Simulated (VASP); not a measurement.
# NaI (Pm-3m) in VASP: single point with PBE

Aim: the single point of NaI with PBE.

All numbers are computed with VASP 6.6.1; they aren't measurements. Logs are shortened: lines on timing, memory, paths and dates and some standing lists are left out, and cuts for length are marked.

**1. The cell of the first run**

The structure is cubic, space group Pm-3m (No. 221). Conventional cell: a = 3.942 Å, b = 3.942 Å, c = 3.942 Å, α = 90.00°, β = 90.00°, γ = 90.00°. Within 4.5 Å of Na (site symmetry m-3m) lie 8 I at 3.41 Å and 6 Na at 3.94 Å. Within 4.5 Å of I (site symmetry m-3m) lie 8 Na at 3.41 Å and 6 I at 3.94 Å.

**2. Single point, PBE (strain -2.5%)**

INCAR reads:

```
SYSTEM = NaI
PREC     = Accurate       ! precision mode
ENCUT    = 520            ! plane-wave cutoff, eV
EDIFF    = 1E-6           ! SCF threshold, eV
ISMEAR   = -1             ! smearing method
SIGMA    = 0.02           ! smearing width, eV
LREAL    = .False.        ! projectors in reciprocal space
LASPH    = .True.         ! aspherical terms in the spheres
NELM     = 80             ! most SCF steps
ALGO     = Normal         ! electronic algorithm
ISIF     = 2              ! what is computed and relaxed
LWAVE    = .False.        ! write WAVECAR
LCHARG   = .False.        ! write CHGCAR
GGA      = PE             ! functional
NBANDS   = 14             ! bands
```

KPOINTS reads:

```
regular mesh
0
Gamma
  6 6 6
  0 0 0
```

POSCAR reads:

```
NaI
1.0
    3.9415435151      0.0000000000      0.0000000000
    0.0000000000      3.9415435151      0.0000000000
    0.0000000000      0.0000000000      3.9415435151
Na I
1 1
Direct
    0.0000000000      0.0000000000      0.0000000000
    0.5000000000      0.5000000000      0.5000000000
```

Potentials or basis: VASP PAW PBE potentials, release 64 (Na_pv, I).

Run with:

```bash
$ cat potpaw_PBE.64/Na_pv/POTCAR potpaw_PBE.64/I/POTCAR > POTCAR
$ mpirun -np 1 vasp_std > vasp.out
```

OUTCAR:

```text
SYSTEM = NaI
   PREC = Accurate
   ENCUT = 520
   EDIFF = 1E-6
   ISMEAR = -1
   LREAL = .False.
   LASPH = .True.
   NELM = 80
   ISIF = 2
   GGA = PE

 ion  position               nearest neighbor table
   1  0.000  0.000  0.000-
   2  0.500  0.500  0.500-

  LATTYP: Found a simple cubic cell.
 ALAT       =     3.9415435151

  Lattice vectors:

 A1 = (   3.9415435151,   0.0000000000,   0.0000000000)
 A2 = (   0.0000000000,   3.9415435151,   0.0000000000)
 A3 = (   0.0000000000,   0.0000000000,   3.9415435151)

Analysis of symmetry for initial positions (statically):
=====================================================================
 Subroutine PRICEL returns:
 Original cell was already a primitive cell.

 Routine SETGRP: Setting up the symmetry group for a
 simple cubic supercell.

 Subroutine GETGRP returns: Found 48 space group operations
 (whereof 48 operations were pure point group operations)
 out of a pool of 48 trial point group operations.

The static configuration has the point symmetry O_h .

Analysis of symmetry for dynamics (positions and initial velocities):
=====================================================================
 Subroutine PRICEL returns:
 Original cell was already a primitive cell.

 Routine SETGRP: Setting up the symmetry group for a
 simple cubic supercell.

 Subroutine GETGRP returns: Found 48 space group operations
 (whereof 48 operations were pure point group operations)
 out of a pool of 48 trial point group operations.

The dynamic configuration has the point symmetry O_h .

 Subroutine INISYM returns: Found 48 space group operations
 (whereof 48 operations are pure point group operations),
 and found     1 'primitive' translations

----------------------------------------------------------------------------------------

                                     Primitive cell

  volume of cell :      61.2349

  direct lattice vectors                    reciprocal lattice vectors
     3.941543515  0.000000000  0.000000000     0.253707715  0.000000000  0.000000000
     0.000000000  3.941543515  0.000000000     0.000000000  0.253707715  0.000000000
     0.000000000  0.000000000  3.941543515     0.000000000  0.000000000  0.253707715

  length of vectors
     3.941543515  3.941543515  3.941543515     0.253707715  0.253707715  0.253707715

  position of ions in fractional coordinates (direct lattice)
     0.000000000  0.000000000  0.000000000
     0.500000000  0.500000000  0.500000000

  ion indices of the primitive-cell ions
   primitive index   ion index
                 1           1
                 2           2

----------------------------------------------------------------------------------------

 KPOINTS: regular mesh

Automatic generation of k-mesh.
 Grid dimensions read from file:
 generate k-points for:    6    6    6

 Generating k-lattice:

  Cartesian coordinates                     Fractional coordinates (reciprocal lattice)
     0.042284619  0.000000000  0.000000000     0.166666667  0.000000000  0.000000000
     0.000000000  0.042284619  0.000000000     0.000000000  0.166666667  0.000000000
     0.000000000  0.000000000  0.042284619     0.000000000  0.000000000  0.166666667

  Length of vectors
     0.042284619  0.042284619  0.042284619

  Shift w.r.t. Gamma in fractional coordinates (k-lattice)
     0.000000000  0.000000000  0.000000000

 Subroutine IBZKPT returns following result:
 ===========================================

 Found     20 irreducible k-points:

 Following reciprocal coordinates:
            Coordinates               Weight
  0.000000  0.000000  0.000000      1.000000
  0.166667  0.000000  0.000000      6.000000
  0.333333  0.000000  0.000000      6.000000
  0.500000  0.000000  0.000000      3.000000
  0.166667  0.166667  0.000000     12.000000
  0.333333  0.166667  0.000000     24.000000
[... 12 lines left out ...]
  0.500000  0.500000  0.333333      6.000000
  0.500000  0.500000  0.500000      1.000000
   k-points           NKPTS =     20   k-points in BZ     NKDIM =     20   number of bands    NBANDS=     14
   number of dos      NEDOS =    301   number of ions     NIONS =      2
   total plane-waves  NPLWV =  27000
   dimension x,y,z NGX =    30 NGY =   30 NGZ =   30
   dimension x,y,z NGXF=    60 NGYF=   60 NGZF=   60
   ions per type =               1   1
   NGX,Y,Z   is equivalent  to a cutoff of  12.65, 12.65, 12.65 a.u.
   NGXF,Y,Z  is equivalent  to a cutoff of  25.31, 25.31, 25.31 a.u.
 SYSTEM =  NaI
   PREC   = accura    normal or accurate (medium, high low for compatibility)
   ISTART =      0    job   : 0-new  1-cont  2-samecut
   ICHARG =      2    charge: 1-file 2-atom 10-const
   ISPIN  =      1    spin polarized calculation?
   LNONCOLLINEAR =      F non collinear calculations
   LSORBIT =      F    spin-orbit coupling
   LASPH  =      T    aspherical Exc in radial PAW
   ENCUT  =  520.0 eV  38.22 Ry    6.18 a.u.   7.33  7.33  7.33*2*pi/ulx,y,z
   NELM   =     80;   NELMIN=  2; NELMDL= -5     # of ELM steps
   EDIFF  = 0.1E-05   stopping-criterion for ELM
   LREAL  =      F    real-space projection
   EDIFFG = 0.1E-04   stopping-criterion for IOM
   NSW    =      0    number of steps for IOM
   IBRION =     -1    ionic relax: 0-MD 1-quasi-New 2-CG
   NFREE  =      0    steps in history (QN), initial steepest desc. (CG)
   ISIF   =      2    stress and relaxation
   ISYM   =      2    0-nonsym 1-usesym 2-fastsym
   POTIM  = 0.5000    time-step for ionic-motion
   TEBEG  =    0.0;   TEEND  =   0.0 temperature during run
   PSTRESS=    0.0 pullay stress
   NELECT =      14.0000    total number of electrons
   NUPDOWN=      -1.0000    fix difference up-down
   EMIN   =  10.00;   EMAX   =-10.00  energy-range for DOS
   EFERMI =   0.00;   METHOD = LEGACY
   ISMEAR =    -1;   SIGMA  =   0.02  broadening in eV -4-tet -1-fermi 0-gaus
   EFERMI_NEDOS =   21; number of points for ismear=-14 and -15
   IALGO  =     38    algorithm
   IMIX   =      4    mixing-type and parameters
     AMIX     =   0.40;   BMIX     =  1.00
     AMIX_MAG =   1.60;   BMIX_MAG =  1.00
  volume/ion in A,a.u.               =      30.62       206.62
  Fermi-wavevector in a.u.,A,eV,Ry     =   1.001039  1.891690 13.634125  1.002080
  Thomas-Fermi vector in A             =   2.133435
   LORBIT       =      0    0 simple, 1 ext, 2 COOP (PROOUT), +10 PAW based schemes
   GGA     = PE    functional components
   LHFCALC =     F    Hartree Fock is set to
   AEXX    =    0.0000 exact exchange contribution
   IVDW    =     0    specifies the selected vdW correction
   LEPSILON=     F    determine dielectric tensor
   LRPA    =     F    only Hartree local field effects (RPA)
 non-spin polarized calculation
  energy-cutoff  :      520.00
  volume of cell :       61.23
 maximum number of plane-waves:      1671
 NGX is ok and might be reduce to    30
   NGX = 15   NGY = 15   NGZ = 15

 number of electron      14.0000007 magnetization

 Free energy of the ion-electron system (eV)
  ---------------------------------------------------
  ext. energy  EPLUGINS =         0.00000000
  ---------------------------------------------------
  free energy    TOTEN  =        -5.04186451 eV

  energy without entropy =       -5.04186451  energy(sigma->0) =       -5.04186451

 E-fermi :   3.0074     XC(G=0):  -8.1717

 val. band max:        2.5882446605   @ k =   0.5000   0.5000   0.0000
 cond. band min:       5.0037609838   @ k =   0.0000   0.0000   0.0000
 fundamental gap:      2.4155163232
 Fermi energy:         3.0074048337

 k-point     1 :       0.0000    0.0000    0.0000
  band No.  band energies     occupation
      1     -21.1145      2.00000
      2     -21.1145      2.00000
      3     -21.1145      2.00000
      4      -9.5457      2.00000
      5       1.8407      2.00000
      6       1.8407      2.00000
      7       1.8407      2.00000
      8       5.0038      0.00000
      9       8.0029      0.00000
     10       8.0029      0.00000
     11      14.2255      0.00000
     12      14.2255      0.00000
     13      14.2255      0.00000
     14      14.6809      0.00000

 k-point     2 :       0.1667    0.0000    0.0000
  band No.  band energies     occupation
      1     -21.1174      2.00000
      2     -21.1143      2.00000
      3     -21.1143      2.00000
      4      -9.4531      2.00000
      5       0.8088      2.00000
      6       1.9266      2.00000
      7       1.9266      2.00000
      8       5.7212      0.00000
      9       8.2384      0.00000
     10       8.9504      0.00000
     11      12.5544      0.00000
     12      12.5544      0.00000
     13      13.3141      0.00000
     14      14.6466      0.00000

 k-point     3 :       0.3333    0.0000    0.0000
  band No.  band energies     occupation
      1     -21.1231      2.00000
      2     -21.1137      2.00000
      3     -21.1137      2.00000
      4      -9.2523      2.00000
      5      -0.5395      2.00000
      6       2.1113      2.00000
      7       2.1113      2.00000
      8       6.6837      0.00000
      9       8.9047      0.00000
     10       9.7941      0.00000
     11      11.0914      0.00000
     12      11.0914      0.00000
     13      12.4676      0.00000
     14      13.6993      0.00000
[... 256 lines left out ...]
 k-point    19 :       0.5000    0.5000    0.3333
  band No.  band energies     occupation
      1     -21.1229      2.00000
      2     -21.1229      2.00000
      3     -21.1201      2.00000
      4      -8.5532      2.00000
      5       0.0545      2.00000
      6       0.0545      2.00000
      7       0.6872      2.00000
      8       6.1050      0.00000
      9       7.2447      0.00000
     10       7.2447      0.00000
     11      10.3265      0.00000
     12      14.1254      0.00000
     13      16.1863      0.00000
     14      16.1863      0.00000

 k-point    20 :       0.5000    0.5000    0.5000
  band No.  band energies     occupation
      1     -21.1225      2.00000
      2     -21.1225      2.00000
      3     -21.1225      2.00000
      4      -8.4628      2.00000
      5       0.2081      2.00000
      6       0.2081      2.00000
      7       0.2081      2.00000
      8       6.6153      0.00000
      9       6.6153      0.00000
     10       6.6153      0.00000
     11       9.3471      0.00000
     12      16.8258      0.00000
     13      16.8258      0.00000
     14      16.8258      0.00000

------------------------ aborting loop because EDIFF is reached ----------------------------------------

  FORCE on cell =-STRESS in cart. coord.  units (eV):
  Direction    XX          YY          ZZ          XY          YZ          ZX
  --------------------------------------------------------------------------------------
  -------------------------------------------------------------------------------------
  Total        0.7227368      0.7227368      0.7227368     -0.0000000     -0.0000000      0.0000000
  in kB       18.9100115     18.9100115     18.9100115     -0.0000000     -0.0000000      0.0000000
  external PRESSURE =      18.9100115 kB  Pullay stress =       0.0000000 kB

 VOLUME and BASIS-vectors are now :
 -----------------------------------------------------------------------------
  energy-cutoff  :      520.00
  volume of cell :       61.23
      direct lattice vectors                 reciprocal lattice vectors
     3.941543515  0.000000000  0.000000000     0.253707715  0.000000000  0.000000000
     0.000000000  3.941543515  0.000000000     0.000000000  0.253707715  0.000000000
     0.000000000  0.000000000  3.941543515     0.000000000  0.000000000  0.253707715

 POSITION                                       TOTAL-FORCE (eV/Angst)
 -----------------------------------------------------------------------------------
      0.00000      0.00000      0.00000         0.000000      0.000000      0.000000
      1.97077      1.97077      1.97077         0.000000      0.000000      0.000000
 -----------------------------------------------------------------------------------
    total drift:                                0.000000     -0.000000     -0.000000

  FREE ENERGIE OF THE ION-ELECTRON SYSTEM (eV)
  ---------------------------------------------------
  free  energy   TOTEN  =        -5.0418645115 eV

  energy  without entropy=       -5.0418645115  energy(sigma->0) =       -5.04186451
```

Wall time 11 s (1 thread of Intel Xeon Platinum 8488C (Sapphire Rapids), shared host); peak memory 0.17 GiB.

Results:

| Item | Value |
| --- | --- |
| Free energy | -5.0419 eV |
| Pressure | 1.9 GPa |
| Band gap on the k mesh | 2.42 eV, indirect (least direct gap 2.63 eV) |

Caveat: the cell differs from its parent crystal (strain -2.5%); spin-orbit coupling is left out, which moves the levels of the heavy elements. A k mesh can miss the band edges.
